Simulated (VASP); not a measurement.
Set up this calculation in VASP 6.6.1, as the native input.

```yaml
Task: single point
Functional: r2SCAN
Potentials_or_basis: VASP PAW PBE potentials, release 64 (Ti_sv)
Cutoff: 520 eV
k_mesh: 18 × 18 × 10
Occupations: fermi-dirac, width 0.02 eV
Spin: no spin polarisation
Dipole_correction: no
Further_INCAR_settings: ALGO = Normal; EDIFF = 1e-06; NBANDS = 19
```

The system is Ti.

```
Ti
1.0
     2.95000    0.00000    0.00000
    -1.47500    2.55477    0.00000
     0.00000    0.00000    4.68600
Ti
2
Direct
  0.33333 0.66667 0.25000
  0.66667 0.33333 0.75000
```

The input as run:

POSCAR

```
Ti
1.0
    2.9499978604      0.0000000000      0.0000000000
   -1.4749989302      2.5547730882      0.0000000000
    0.0000000000      0.0000000000      4.6860000000
Ti
2
Direct
    0.3333333333      0.6666666667      0.2500000000
    0.6666666667      0.3333333333      0.7500000000
```

INCAR.step1

```
SYSTEM = Ti
  PREC = Accurate
  ENCUT = 520
  ISMEAR = -1
  SIGMA = 0.02
  LREAL = .False.
  LASPH = .True.
  NELM = 60
  NBANDS = 19
  GGA = PE
  ALGO = Normal
  EDIFF = 1E-4
  LWAVE = .True.
  LCHARG = .False.
```

INCAR.step2

```
SYSTEM = Ti
  PREC = Accurate
  ENCUT = 520
  EDIFF = 1E-6
  ISMEAR = -1
  SIGMA = 0.02
  LREAL = .False.
  LASPH = .True.
  NELM = 60
  ALGO = Normal
  ISIF = 2
  LWAVE = .False.
  LCHARG = .False.
  METAGGA = R2SCAN
  LMIXTAU = .True.
  NBANDS = 19
  ISTART = 1
```

KPOINTS

```
Automatic mesh
0
Gamma
  18 18 10
  0 0 0
```

Potentials or basis: VASP PAW PBE potentials, release 64 (Ti_sv).

Run with:

```console
$ cat potpaw_PBE.64/Ti_sv/POTCAR > POTCAR
$ cp INCAR.step1 INCAR
$ mpirun -np 1 vasp_std > vasp.out
$ cp INCAR.step2 INCAR
$ mpirun -np 1 vasp_std > vasp.out
```

It gave:

| Item | Value |
| --- | --- |
| Pressure | -1.9 GPa |
| Band gap on the k mesh | zero (bands 12 and 13 overlap by 1.23 eV) |

Caveat: the PAW data sets were made with another functional, which shifts forces and pressure a little.

Wall time 11 min on 1 thread of Intel Xeon 8259CL (shared host), peak memory 0.25 GiB.
